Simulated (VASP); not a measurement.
The system is Mg.

```
Mg
1.0
     5.66305    0.00000    0.00000
     0.00000    5.66305    0.00000
     0.00000    0.00000    5.66305
Mg
8
Direct
  0.50000 0.50000 0.50000
  0.00000 0.00000 0.00000
  0.25000 0.00000 0.50000
  0.50000 0.25000 0.00000
  0.50000 0.75000 0.00000
  0.75000 0.00000 0.50000
  0.00000 0.50000 0.75000
  0.00000 0.50000 0.25000
```

- Program: VASP 6.6.1
- Task: relaxation of cell and atoms
- Functional: PBE
- Potentials or basis: VASP PAW PBE potentials, release 64 (Mg)
- Cutoff: 600 eV
- k mesh: 8 × 8 × 8
- Occupations: gaussian, width 0.1 eV
- Spin: no spin polarisation

At the start: pressure 1.1 GPa; volume 22.70 Å³/atom.

How do energy, volume and symmetry change on relaxing?

Over 3 steps the energy falls by 2.2 meV/atom and the volume is 23.38 Å³/atom (+3.0 %); space group Pm-3n (No. 223, to 0.1 Å) before and after.

Step by step:
```tsv
step	energy change (eV)	largest force (eV/Å)	pressure (GPa)	volume (Å³)
1	0.0000	0.0000	1.07	181.61
2	-0.0164	0.0000	0.25	185.64
3	-0.0175	0.0000	-0.01	187.04
```

Final structure:
```
Mg
1.0
     5.71888    0.00000    0.00000
     0.00000    5.71888    0.00000
     0.00000    0.00000    5.71888
Mg
8
Direct
  0.50000 0.50000 0.50000
  0.00000 0.00000 0.00000
  0.25000 0.00000 0.50000
  0.50000 0.25000 0.00000
  0.50000 0.75000 0.00000
  0.75000 0.00000 0.50000
  0.00000 0.50000 0.75000
  0.00000 0.50000 0.25000
```
